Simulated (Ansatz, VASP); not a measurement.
One calculation of PbS, two programs

Contents of INCAR:

```
PREC     = Accurate       # precision mode
ENCUT    = 600            # plane-wave cutoff, eV
EDIFF    = 1E-6           # SCF threshold, eV
ISMEAR   = 0              # smearing method
SIGMA    = 0.01           # smearing width, eV
LREAL    = False          # projectors in reciprocal space
LASPH    = True           # aspherical terms in the spheres
NELM     = 80             # most SCF steps
ALGO     = Normal         # electronic algorithm
ISIF     = 3              # what is computed and relaxed
LWAVE    = False          # write WAVECAR
LCHARG   = False          # write CHGCAR
GGA      = PS             # functional
IBRION   = 2              # ionic algorithm
NSW      = 80             # ionic steps
EDIFFG   = -0.01          # ionic threshold
```

File KPOINTS:

```
Automatic mesh
0
Gamma
  6 6 2
```

POSCAR

```
PbS
1.0
    2.9405000000     -2.9000000000      0.0000000000
    2.9405000000      2.9000000000      0.0000000000
   -1.0800549100      0.0000000000     11.7092938500
Pb S
2 2
Direct
    0.7755999989      0.7755999989      0.6363800000
    0.2243999994      0.2243999994      0.3636200000
    0.2683999999      0.2683999999      0.5986000001
    0.7316000001      0.7316000001      0.4013999999
```

Input for Ansatz:

```yaml
crystal:
  lattice:
    - [2.9405, -2.9, 0.0]
    - [2.9405, 2.9, 0.0]
    - [-1.08005491, 0.0, 11.70929385]
  atoms:
    - { symbol: Pb, position: [0.7755999989120117, 0.7755999989120117, 0.6363799999775392] }
    - { symbol: Pb, position: [0.22439999938759717, 0.22439999938759717, 0.3636200000224608] }
    - { symbol: S, position: [0.2683999998731869, 0.2683999998731869, 0.5986000001187092] }
    - { symbol: S, position: [0.731600000126813, 0.731600000126813, 0.4013999998812909] }
kpoints:
  mp_grid:
    grid: [6, 6, 2]
hamiltonian:
  xc: pbesol
scf:
  occupations:
    method: fixed
relax:
  cell: {}
```

Alike in both runs: task relaxation of cell and atoms; functional PBEsol; k mesh 6 × 6 × 2; no spin polarisation.

|  | VASP | Ansatz |
| --- | --- | --- |
| version | VASP 6.6.1 | Ansatz 0.2.0 |
| potentials or method | VASP PAW PBE potentials, release 64 (Pb_d, S) | plane waves, PAW |
| plane-wave cutoff (eV) | 600 | 420 |
| occupations | gaussian, width 0.01 eV | fixed |
| valence electrons in the cell | 40 | 40 |

Ansatz gave:

```
relaxed volume (Å³/atom)                                     : 50.47
relaxed cell length with the largest relative difference (Å) : 11.686
```

Which values does VASP return?

Relaxed volume (Å³/atom): 49.20; relaxed cell length with the largest relative difference (Å): 11.384.

VASP's potentials were made for PBE, not for PBEsol.

Spin-orbit coupling is off throughout.
